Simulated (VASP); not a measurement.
# Sn (Fd-3m) in VASP: a series of runs

Sn is run at these levels: r2SCAN, PBE, RPBE; tasks: single point, relaxation of cell and atoms.

Everything below comes from runs of VASP 6.6.1. Logs are shortened: lines on timing, memory, paths and dates and some standing lists are left out, and cuts for length are marked.

## 1. The cell of the first run

It takes space group Fd-3m (No. 227, cubic). The conventional cell has a = 6.552 Å, b = 6.552 Å, c = 6.552 Å, α = 90.00°, β = 90.00°, γ = 90.00°. Within 3.7 Å of Sn (site symmetry -43m) lie 4 Sn at 2.84 Å.

## 2. Single point, r2SCAN

POSCAR reads:

```
Sn
1.0
    0.0000000000      3.2758916636      3.2758916636
    3.2758916636      0.0000000000      3.2758916636
    3.2758916636      3.2758916636      0.0000000000
Sn
2
Direct
    0.7500000000      0.7500000000      0.7500000000
    0.5000000000      0.5000000000      0.5000000000
```

INCAR.step1 reads:

```
ALGO = Normal ; EDIFF = 1E-4
ENCUT = 520 ; GGA = PE
ISMEAR = -1 ; LASPH = True
LCHARG = False ; LREAL = False
LWAVE = True ; NBANDS = 21
NELM = 100 ; PREC = Accurate
SIGMA = 0.05
```

INCAR.step2 reads:

```
ALGO = Normal ; EDIFF = 1E-6
ENCUT = 520 ; ISIF = 2
ISMEAR = -1 ; ISTART = 1
LASPH = True ; LCHARG = True
LELF = True ; LMIXTAU = True
LREAL = False ; LVHAR = True
LWAVE = False ; METAGGA = R2SCAN
NBANDS = 21 ; NELM = 100
PREC = Accurate ; SIGMA = 0.05
```

KPOINTS reads:

```
k-points
0
Gamma
  7 7 7
```

Potentials or basis: VASP PAW PBE potentials, release 64 (Sn_d).

Started as:

```
$ cat potpaw_PBE.64/Sn_d/POTCAR > POTCAR
$ cp INCAR.step1 INCAR
$ mpirun -np 1 vasp_std > vasp.out
$ cp INCAR.step2 INCAR
$ mpirun -np 1 vasp_std > vasp.out
```

OUTCAR:

```text
EDIFF = 1E-6
   ENCUT = 520
   ISIF = 2
   ISMEAR = -1
   ISTART = 1
   LASPH = True
   LREAL = False
   METAGGA = R2SCAN
   NELM = 100
   PREC = Accurate

 ion  position               nearest neighbor table
   1  0.750  0.750  0.750-   2 2.84   2 2.84   2 2.84   2 2.84
   2  0.500  0.500  0.500-   1 2.84   1 2.84   1 2.84   1 2.84

  LATTYP: Found a face centered cubic cell.
 ALAT       =     6.5517833272

  Lattice vectors:

 A1 = (   0.0000000000,   3.2758916636,   3.2758916636)
 A2 = (   3.2758916636,   0.0000000000,   3.2758916636)
 A3 = (   3.2758916636,   3.2758916636,   0.0000000000)

Analysis of symmetry for initial positions (statically):
=====================================================================
 Subroutine PRICEL returns:
 Original cell was already a primitive cell.

 Routine SETGRP: Setting up the symmetry group for a
 face centered cubic supercell.

 Subroutine GETGRP returns: Found 48 space group operations
 (whereof 24 operations were pure point group operations)
 out of a pool of 48 trial point group operations.

The static configuration has the point symmetry T_d .
 The point group associated with its full space group is O_h .

Analysis of symmetry for dynamics (positions and initial velocities):
=====================================================================
 Subroutine PRICEL returns:
 Original cell was already a primitive cell.

 Routine SETGRP: Setting up the symmetry group for a
 face centered cubic supercell.

 Subroutine GETGRP returns: Found 48 space group operations
 (whereof 24 operations were pure point group operations)
 out of a pool of 48 trial point group operations.

The dynamic configuration has the point symmetry T_d .
 The point group associated with its full space group is O_h .

 Subroutine INISYM returns: Found 48 space group operations
 (whereof 24 operations are pure point group operations),
 and found     1 'primitive' translations

----------------------------------------------------------------------------------------

                                     Primitive cell

  volume of cell :      70.3102

  direct lattice vectors                    reciprocal lattice vectors
     0.000000000  3.275891664  3.275891664    -0.152630200  0.152630200  0.152630200
     3.275891664  0.000000000  3.275891664     0.152630200 -0.152630200  0.152630200
     3.275891664  3.275891664  0.000000000     0.152630200  0.152630200 -0.152630200

  length of vectors
     4.632810420  4.632810420  4.632810420     0.264363261  0.264363261  0.264363261

  position of ions in fractional coordinates (direct lattice)
     0.750000000  0.750000000  0.750000000
     0.500000000  0.500000000  0.500000000

  ion indices of the primitive-cell ions
   primitive index   ion index
                 1           1
                 2           2

----------------------------------------------------------------------------------------

 KPOINTS: k-points

Automatic generation of k-mesh.
 Grid dimensions read from file:
 generate k-points for:    7    7    7

 Generating k-lattice:

  Cartesian coordinates                     Fractional coordinates (reciprocal lattice)
    -0.021804314  0.021804314  0.021804314     0.142857143  0.000000000  0.000000000
     0.021804314 -0.021804314  0.021804314     0.000000000  0.142857143  0.000000000
     0.021804314  0.021804314 -0.021804314     0.000000000  0.000000000  0.142857143

  Length of vectors
     0.037766180  0.037766180  0.037766180

  Shift w.r.t. Gamma in fractional coordinates (k-lattice)
     0.000000000  0.000000000  0.000000000

 Subroutine IBZKPT returns following result:
 ===========================================

 Found     20 irreducible k-points:

 Following reciprocal coordinates:
            Coordinates               Weight
  0.000000  0.000000  0.000000      1.000000
  0.142857  0.000000  0.000000      8.000000
  0.285714  0.000000  0.000000      8.000000
  0.428571  0.000000  0.000000      8.000000
  0.142857  0.142857  0.000000      6.000000
  0.285714  0.142857  0.000000     24.000000
[... 12 lines left out ...]
 -0.428571  0.428571  0.142857     24.000000
 -0.285714  0.428571  0.142857     24.000000
   k-points           NKPTS =     20   k-points in BZ     NKDIM =     20   number of bands    NBANDS=     21
   number of dos      NEDOS =    301   number of ions     NIONS =      2
   total plane-waves  NPLWV =  46656
   dimension x,y,z NGX =    36 NGY =   36 NGZ =   36
   dimension x,y,z NGXF=    72 NGYF=   72 NGZF=   72
   ions per type =               2
   NGX,Y,Z   is equivalent  to a cutoff of  12.92, 12.92, 12.92 a.u.
   NGXF,Y,Z  is equivalent  to a cutoff of  25.84, 25.84, 25.84 a.u.
 SYSTEM =  unknown system
   PREC   = accura    normal or accurate (medium, high low for compatibility)
   ISTART =      1    job   : 0-new  1-cont  2-samecut
   ICHARG =      0    charge: 1-file 2-atom 10-const
   ISPIN  =      1    spin polarized calculation?
   LNONCOLLINEAR =      F non collinear calculations
   LSORBIT =      F    spin-orbit coupling
   LASPH  =      T    aspherical Exc in radial PAW
   ENCUT  =  520.0 eV  38.22 Ry    6.18 a.u.   8.61  8.61  8.61*2*pi/ulx,y,z
   NELM   =    100;   NELMIN=  2; NELMDL=  0     # of ELM steps
   EDIFF  = 0.1E-05   stopping-criterion for ELM
   LREAL  =      F    real-space projection
   EDIFFG = 0.1E-04   stopping-criterion for IOM
   NSW    =      0    number of steps for IOM
   IBRION =     -1    ionic relax: 0-MD 1-quasi-New 2-CG
   NFREE  =      0    steps in history (QN), initial steepest desc. (CG)
   ISIF   =      2    stress and relaxation
   ISYM   =      2    0-nonsym 1-usesym 2-fastsym
   POTIM  = 0.5000    time-step for ionic-motion
   TEBEG  =    0.0;   TEEND  =   0.0 temperature during run
   PSTRESS=    0.0 pullay stress
   NELECT =      28.0000    total number of electrons
   NUPDOWN=      -1.0000    fix difference up-down
   EMIN   =  10.00;   EMAX   =-10.00  energy-range for DOS
   EFERMI =   0.00;   METHOD = LEGACY
   ISMEAR =    -1;   SIGMA  =   0.05  broadening in eV -4-tet -1-fermi 0-gaus
   EFERMI_NEDOS =   21; number of points for ismear=-14 and -15
   IALGO  =     38    algorithm
   IMIX   =      4    mixing-type and parameters
     AMIX     =   0.40;   BMIX     =  1.00
     AMIX_MAG =   1.60;   BMIX_MAG =  1.00
  volume/ion in A,a.u.               =      35.16       237.24
  Fermi-wavevector in a.u.,A,eV,Ry     =   1.204448  2.276076 19.737897  1.450694
  Thomas-Fermi vector in A             =   2.340173
   LORBIT       =      0    0 simple, 1 ext, 2 COOP (PROOUT), +10 PAW based schemes
   METAGGA = R2SCAN    functional components
   LHFCALC =     F    Hartree Fock is set to
   AEXX    =    0.0000 exact exchange contribution
   IVDW    =     0    specifies the selected vdW correction
   LEPSILON=     F    determine dielectric tensor
   LRPA    =     F    only Hartree local field effects (RPA)
 non-spin polarized calculation
  energy-cutoff  :      520.00
  volume of cell :       70.31
 maximum number of plane-waves:      1917
   NGX = 17   NGY = 17   NGZ = 17

 number of electron      27.9999984 magnetization

 Free energy of the ion-electron system (eV)
  ---------------------------------------------------
  ext. energy  EPLUGINS =         0.00000000
  ---------------------------------------------------
  free energy    TOTEN  =       -49.48026475 eV

  energy without entropy =      -49.47891846  energy(sigma->0) =      -49.47959160

 E-fermi :   5.2732     XC(G=0):  -9.4552

 val. band max:        4.9307065796   @ k =   0.1429   0.0000   0.0000
 cond. band min:       5.2853718131   @ k =   0.0000   0.0000   0.0000
 fundamental gap:      0.3546652334
 Fermi energy:         5.2732040011

 k-point     1 :       0.0000    0.0000    0.0000
  band No.  band energies     occupation
      1     -17.0660      2.00000
      2     -17.0659      2.00000
      3     -17.0659      2.00000
      4     -17.0034      2.00000
      5     -17.0034      2.00000
      6     -16.7030      2.00000
[... 13 lines left out ...]
     20      13.4735      0.00000
     21      13.4735      0.00000

 k-point     2 :       0.1429    0.0000    0.0000
  band No.  band energies     occupation
      1     -17.0787      2.00000
      2     -17.0787      2.00000
      3     -17.0613      2.00000
      4     -16.9849      2.00000
      5     -16.9849      2.00000
      6     -16.7244      2.00000
[... 13 lines left out ...]
     20      12.5670      0.00000
     21      12.5670      0.00000

 k-point     3 :       0.2857    0.0000    0.0000
  band No.  band energies     occupation
      1     -17.0941      2.00000
      2     -17.0941      2.00000
      3     -17.0504      2.00000
      4     -16.9584      2.00000
      5     -16.9584      2.00000
      6     -16.7457      2.00000
[... 13 lines left out ...]
     20      12.5803      0.00000
     21      12.5803      0.00000

 k-point     4 :       0.4286    0.0000    0.0000
  band No.  band energies     occupation
      1     -17.1010      2.00000
      2     -17.1010      2.00000
      3     -17.0412      2.00000
      4     -16.9449      2.00000
      5     -16.9449      2.00000
      6     -16.7546      2.00000
[... 13 lines left out ...]
     20      13.8771      0.00000
     21      13.8772      0.00000

 k-point     5 :       0.1429    0.1429    0.0000
  band No.  band energies     occupation
      1     -17.0768      2.00000
      2     -17.0768      2.00000
      3     -17.0737      2.00000
      4     -16.9873      2.00000
      5     -16.9649      2.00000
      6     -16.7626      2.00000
[... 13 lines left out ...]
     20      11.8546      0.00000
     21      13.7120      0.00000
[... 286 lines left out ...]
     20      13.9084      0.00000
     21      14.5827      0.00000

 k-point    18 :      -0.4286    0.2857    0.1429
  band No.  band energies     occupation
      1     -17.1314      2.00000
      2     -17.1171      2.00000
      3     -16.9914      2.00000
      4     -16.9149      2.00000
      5     -16.8840      2.00000
      6     -16.8394      2.00000
[... 13 lines left out ...]
     20      13.9906      0.00000
     21      14.7927      0.00000

 k-point    19 :      -0.4286    0.4286    0.1429
  band No.  band energies     occupation
      1     -17.1272      2.00000
      2     -17.1248      2.00000
      3     -16.9831      2.00000
      4     -16.9135      2.00000
      5     -16.8809      2.00000
      6     -16.8260      2.00000
[... 13 lines left out ...]
     20      14.5694      0.00000
     21      15.9129      0.00000

 k-point    20 :      -0.2857    0.4286    0.1429
  band No.  band energies     occupation
      1     -17.1382      2.00000
      2     -17.1257      2.00000
      3     -16.9595      2.00000
      4     -16.8921      2.00000
      5     -16.8710      2.00000
      6     -16.8394      2.00000
[... 13 lines left out ...]
     20      14.3143      0.00000
     21      16.1119      0.00000

------------------------ aborting loop because EDIFF is reached ----------------------------------------

  FORCE on cell =-STRESS in cart. coord.  units (eV):
  Direction    XX          YY          ZZ          XY          YZ          ZX
  --------------------------------------------------------------------------------------
  -------------------------------------------------------------------------------------
  Total        0.1252455      0.1252455      0.1252455     -0.0000000     -0.0000000     -0.0000000
  in kB        2.8540019      2.8540019      2.8540019     -0.0000000     -0.0000000     -0.0000000
  external PRESSURE =       2.8540019 kB  Pullay stress =       0.0000000 kB

 VOLUME and BASIS-vectors are now :
 -----------------------------------------------------------------------------
  energy-cutoff  :      520.00
  volume of cell :       70.31
      direct lattice vectors                 reciprocal lattice vectors
     0.000000000  3.275891664  3.275891664    -0.152630200  0.152630200  0.152630200
     3.275891664  0.000000000  3.275891664     0.152630200 -0.152630200  0.152630200
     3.275891664  3.275891664  0.000000000     0.152630200  0.152630200 -0.152630200

 POSITION                                       TOTAL-FORCE (eV/Angst)
 -----------------------------------------------------------------------------------
      4.91384      4.91384      4.91384        -0.000000     -0.000000     -0.000000
      3.27589      3.27589      3.27589         0.000000      0.000000      0.000000
 -----------------------------------------------------------------------------------
    total drift:                                0.000000      0.000000      0.000000

  FREE ENERGIE OF THE ION-ELECTRON SYSTEM (eV)
  ---------------------------------------------------
  free  energy   TOTEN  =       -49.4802647461 eV

  energy  without entropy=      -49.4789184555  energy(sigma->0) =      -49.47959160
```

Wall time 76 s (1 thread of AMD EPYC 9R45 (Zen 5), shared host); peak memory 0.18 GiB.

Results:

```yaml
Free_energy: -49.4803 eV
Pressure: 0.3 GPa
Band_gap_on_the_k_mesh: zero (filled and empty bands touch)
```

Levels at points of the mesh, in eV from the Fermi level:
```tsv
k point	band 10	band 11	band 12	band 13	band 14	band 15	band 16	band 17	band 18	band 19
(0.00, 0.00, 0.00)	-21.96	-10.93	-0.56	0.01	0.01	0.01	2.23	2.23	2.23	5.38
```

Caveat: the PAW data sets were made with another functional, which shifts forces and pressure a little; spin-orbit coupling is left out, which moves the levels of the heavy elements.

## 3. Single point, PBE

This run uses another cell than the first one, of 33.80 Å³/atom, 0.962 times its volume.

INCAR reads:

```
SYSTEM = Sn
PREC = Accurate
ENCUT = 520
EDIFF = 1E-6
ISMEAR = 0
SIGMA = 0.011
LREAL = .False.
LASPH = .True.
NELM = 80
ALGO = Fast
ISIF = 2
LWAVE = .False.
LCHARG = .True.
GGA = PE
LELF = .True.
LVHAR = .True.
NBANDS = 21
```

KPOINTS reads:

```
Automatic mesh
0
Gamma
  7 7 7
  0 0 0
```

POSCAR reads:

```
Sn
1.0
    0.0000000000      3.2333428000      3.2333428000
    3.2333428000      0.0000000000      3.2333428000
    3.2333428000      3.2333428000      0.0000000000
Sn
2
Direct
    0.7500000000      0.7500000000      0.7500000000
    0.5000000000      0.5000000000      0.5000000000
```

Potentials or basis: VASP PAW PBE potentials, release 64 (Sn_d).

Started as:

```
$ cat potpaw_PBE.64/Sn_d/POTCAR > POTCAR
$ mpirun -np 1 vasp_std > vasp.out
```

OUTCAR:

```text
SYSTEM = Sn
   PREC = Accurate
   ENCUT = 520
   EDIFF = 1E-6
   ISMEAR = 0
   LREAL = .False.
   LASPH = .True.
   NELM = 80
   ISIF = 2
   GGA = PE

 ion  position               nearest neighbor table
   1  0.750  0.750  0.750-   2 2.80   2 2.80   2 2.80   2 2.80
   2  0.500  0.500  0.500-   1 2.80   1 2.80   1 2.80   1 2.80

  LATTYP: Found a face centered cubic cell.
 ALAT       =     6.4666856000

  Lattice vectors:

 A1 = (   0.0000000000,   3.2333428000,   3.2333428000)
 A2 = (   3.2333428000,   0.0000000000,   3.2333428000)
 A3 = (   3.2333428000,   3.2333428000,   0.0000000000)

Analysis of symmetry for initial positions (statically):
=====================================================================
 Subroutine PRICEL returns:
 Original cell was already a primitive cell.

 Routine SETGRP: Setting up the symmetry group for a
 face centered cubic supercell.

 Subroutine GETGRP returns: Found 48 space group operations
 (whereof 24 operations were pure point group operations)
 out of a pool of 48 trial point group operations.

The static configuration has the point symmetry T_d .
 The point group associated with its full space group is O_h .
[... 155 lines left out ...]
  free energy    TOTEN  =        -7.60970691 eV

  energy without entropy =       -7.60959161  energy(sigma->0) =       -7.60964926

 E-fermi :   5.7991     XC(G=0):  -8.9195

 val. band max:        5.4866072369   @ k =   0.1429   0.0000   0.0000
 cond. band min:       5.8043757206   @ k =   0.4286   0.0000   0.0000
 fundamental gap:      0.3177684837
 Fermi energy:         5.7991294215

 k-point     1 :       0.0000    0.0000    0.0000
  band No.  band energies     occupation
      1     -15.9469      2.00000
      2     -15.9469      2.00000
      3     -15.9469      2.00000
      4     -15.8859      2.00000
      5     -15.8859      2.00000
      6     -15.5681      2.00000
[... 469 lines left out ...]
     20      14.5172      0.00000
     21      16.3116      0.00000

------------------------ aborting loop because EDIFF is reached ----------------------------------------

  FORCE on cell =-STRESS in cart. coord.  units (eV):
  Direction    XX          YY          ZZ          XY          YZ          ZX
  --------------------------------------------------------------------------------------
  -------------------------------------------------------------------------------------
  Total        1.5888935      1.5888935      1.5888935      0.0000000     -0.0000000     -0.0000000
  in kB       37.6547799     37.6547799     37.6547799      0.0000000     -0.0000000     -0.0000000
  external PRESSURE =      37.6547799 kB  Pullay stress =       0.0000000 kB

 VOLUME and BASIS-vectors are now :
 -----------------------------------------------------------------------------
  energy-cutoff  :      520.00
  volume of cell :       67.61
      direct lattice vectors                 reciprocal lattice vectors
     0.000000000  3.233342800  3.233342800    -0.154638723  0.154638723  0.154638723
     3.233342800  0.000000000  3.233342800     0.154638723 -0.154638723  0.154638723
     3.233342800  3.233342800  0.000000000     0.154638723  0.154638723 -0.154638723

 POSITION                                       TOTAL-FORCE (eV/Angst)
 -----------------------------------------------------------------------------------
      4.85001      4.85001      4.85001        -0.000000     -0.000000     -0.000000
      3.23334      3.23334      3.23334         0.000000      0.000000      0.000000
 -----------------------------------------------------------------------------------
    total drift:                                0.000000      0.000000      0.000000

  FREE ENERGIE OF THE ION-ELECTRON SYSTEM (eV)
  ---------------------------------------------------
  free  energy   TOTEN  =        -7.6097069108 eV

  energy  without entropy=       -7.6095916119  energy(sigma->0) =       -7.60964926
```

OSZICAR:

```text
N       E                     dE             d eps       ncg     rms          rms(c)
DAV:   1     0.231360138131E+03    0.23136E+03   -0.14835E+04   868   0.195E+03
DAV:   2     0.180271038554E+02   -0.21333E+03   -0.20876E+03   855   0.455E+02
DAV:   3    -0.685908163503E+01   -0.24886E+02   -0.24764E+02   980   0.142E+02
DAV:   4    -0.764716300434E+01   -0.78808E+00   -0.78777E+00   935   0.286E+01
DAV:   5    -0.767398140327E+01   -0.26818E-01   -0.26817E-01  1220   0.510E+00    0.329E+00
RMM:   6    -0.762821701718E+01    0.45764E-01   -0.22863E-02  1034   0.181E+00    0.195E+00
RMM:   7    -0.760688780593E+01    0.21329E-01   -0.54472E-02  1090   0.232E+00    0.166E-01
RMM:   8    -0.760912125579E+01   -0.22334E-02   -0.82563E-03  1022   0.831E-01    0.510E-02
RMM:   9    -0.760955346506E+01   -0.43221E-03   -0.28694E-03  1172   0.560E-01    0.481E-02
RMM:  10    -0.760969531172E+01   -0.14185E-03   -0.10124E-03  1192   0.261E-01    0.162E-02
RMM:  11    -0.760970588869E+01   -0.10577E-04   -0.86678E-05  1284   0.772E-02    0.642E-03
RMM:  12    -0.760970651589E+01   -0.62720E-06   -0.14639E-05  1167   0.355E-02    0.160E-03
RMM:  13    -0.760970691085E+01   -0.39496E-06   -0.45553E-06   903   0.163E-02
   1 F= -.76097069E+01 E0= -.76096493E+01  d E =-.115299E-03
```

stdout:

```text
POSCAR found type information on POSCAR Sn
 POSCAR found :  1 types and       2 ions
 scaLAPACK will be used
 LDA part: xc-table for (Slater+PW92), standard interpolation
 POSCAR, INCAR and KPOINTS ok, starting setup
 FFT: planning ... GRIDC
 FFT: planning ... GRID_SOFT
 FFT: planning ... GRID
 WAVECAR not read
 entering main loop
```

Wall time 16 s (1 thread of Intel Xeon 6975P-C, shared host); peak memory 0.2 GiB.

What came out:

```yaml
Free_energy: -7.6097 eV
Pressure: 3.8 GPa
Band_gap_on_the_k_mesh: zero (band 14 reaches 5.84 eV, above the bottom of band 15 at 5.80 eV)
```

Levels at points of the mesh, in eV from the Fermi level:
| k point | band 11 | band 12 | band 13 | band 14 | band 15 | band 16 | band 17 | band 18 |
| --- | --- | --- | --- | --- | --- | --- | --- | --- |
| (0.00, 0.00, 0.00) | -10.72 | -0.60 | 0.04 | 0.04 | 0.04 | 2.12 | 2.12 | 2.12 |

Caveat: spin-orbit coupling is left out, which moves the levels of the heavy elements.

(Continued in part 2 of 2.)
